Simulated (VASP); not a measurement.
The system is LiCl.

```xyz
2
Lattice="0.0000 2.5560 2.5560 2.5560 0.0000 2.5560 2.5560 2.5560 0.0000" Properties=species:S:1:pos:R:3 pbc="T T T"
Li    0.0000    0.0000    0.0000
Cl    2.5560    2.5560    2.5560
```

Base run:

| Property | Result |
| --- | --- |
| Program | VASP 6.6.1 |
| Functional | r2SCAN |
| Potentials or basis | VASP PAW PBE potentials, release 64 (Li_sv, Cl) |
| Cutoff | 520 eV |
| k mesh | 8 × 8 × 8 |
| Occupations | gaussian, width 0.01 eV |
| Spin | no spin polarisation |

Its results: band gap on the k mesh 7.36 eV; electronic dielectric tensor (diagonal) 2.83.

The run is repeated on the same cell with these changes: functional from r2SCAN to PBE. What comes out?

Band gap on the k mesh 6.40 eV; electronic dielectric tensor (diagonal) 2.98.

A k mesh can miss the band edges.
